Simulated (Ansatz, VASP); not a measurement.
# Mg2Si in VASP and in Ansatz

```
Mg Si
1.0
     0.00000    3.19500    3.19500
     3.19500    0.00000    3.19500
     3.19500    3.19500    0.00000
Mg Si
2 1
Direct
  0.25000 0.25000 0.25000
  0.75000 0.75000 0.75000
  0.00000 0.00000 0.00000
```

Alike in both runs: task single point; functional PBE-based screened hybrid; k mesh 6 × 6 × 6; occupations gaussian, width 0.05 eV; no spin polarisation.

|  | VASP | Ansatz |
| --- | --- | --- |
| version | VASP 6.6.1 | Ansatz 0.2.0 |
| potentials or method | VASP PAW PBE potentials, release 64 (Mg, Si), cutoff 520 eV | scalar-relativistic, plane waves, PAW |
| valence electrons in the cell | 8 | 24 |

```csv
,VASP,Ansatz,Ansatz less VASP
gap on the k mesh at the Fermi level (eV),0.31,0.31,-0.003
least direct gap on the mesh (eV),1.94,1.96,+0.016
pressure (GPa),-1.1,-0.9,+0.19
```

VASP's potentials were made for PBE, not for PBE-based screened hybrid. VASP's potentials hold 8 valence electrons a cell and Ansatz's 24, so a difference there can come from the potentials and not from the codes. Ansatz's warnings: stress exchange threshold loose, stress scf threshold loose.
